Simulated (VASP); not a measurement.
Input of a VASP 6.6.1 run:

The input INCAR:

```
SYSTEM = Bi
PREC     = Accurate       ! precision mode
ENCUT    = 500            ! plane-wave cutoff, eV
EDIFF    = 1E-6           ! SCF threshold, eV
ISMEAR   = -1             ! smearing method
SIGMA    = 0.05           ! smearing width, eV
LREAL    = .False.        ! projectors in reciprocal space
LASPH    = .True.         ! aspherical terms in the spheres
NELM     = 120            ! most SCF steps
ALGO     = Normal         ! electronic algorithm
ISIF     = 2              ! what is computed and relaxed
LWAVE    = .False.        ! write WAVECAR
LCHARG   = .False.        ! write CHGCAR
GGA      = LIBXC          ! functional
LIBXC1   = GGA_X_B88    
LIBXC2   = GGA_C_PBE    
NBANDS   = 14             ! bands
GGA_COMPAT= .False.
```

KPOINTS

```
regular mesh
0
Gamma
  9 9 9
  0 0 0
```

Contents of POSCAR:

```
Bi
1.0
   -1.9681319396      1.9681319396      1.9681319396
    1.9681319396     -1.9681319396      1.9681319396
    1.9681319396      1.9681319396     -1.9681319396
Bi
1
Direct
    0.0000000000      0.0000000000      0.0000000000
```

Potentials or basis: VASP PAW PBE potentials, release 64 (Bi_d).

The run is started by

```sh
$ cat potpaw_PBE.64/Bi_d/POTCAR > POTCAR
$ mpirun -np 1 vasp_std > vasp.out
```

**Question.** Predict the band gap on the k mesh.

**Answer.** Zero (an odd number of electrons rules out a gap without spin polarisation).

**Question.** Estimate the pressure.

**Answer.** 1.9 GPa.

Caveat: the PAW data sets were made with another functional, which shifts forces and pressure a little; spin-orbit coupling is left out, which moves the levels of the heavy elements.
